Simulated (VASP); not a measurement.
Here is a VASP 6.6.1 calculation.

Contents of INCAR:

```
SYSTEM = Sn
  PREC = Accurate
  ENCUT = 520
  EDIFF = 1E-6
  ISMEAR = 0
  SIGMA = 0.1
  LREAL = .False.
  LASPH = .True.
  NELM = 100
  ALGO = Normal
  ISIF = 2
  LWAVE = .False.
  LCHARG = .False.
  GGA = PE
  NBANDS = 13
```

File KPOINTS:

```
regular mesh
0
Gamma
  6 6 6
  0 0 0
```

Contents of POSCAR:

```
Sn
1.0
   -1.8946518192      1.8946518192      1.8946518192
    1.8946518192     -1.8946518192      1.8946518192
    1.8946518192      1.8946518192     -1.8946518192
Sn
1
Direct
    1.0000000000      0.2110000000      0.7160000000
```

Potentials or basis: VASP PAW PBE potentials, release 64 (Sn_d).

Command:

```bash
$ cat potpaw_PBE.64/Sn_d/POTCAR > POTCAR
$ mpirun -np 1 vasp_std > vasp.out
```

Question: Estimate the pressure.

Answer: 0.7 GPa.

Question: Predict the band gap on the k mesh.

Answer: Zero (band 7 reaches 16.04 eV, above the bottom of band 8 at 5.62 eV).

Caveat: the k points lie up to 0.39 Å⁻¹ apart; spin-orbit coupling is left out, which moves the levels of the heavy elements.
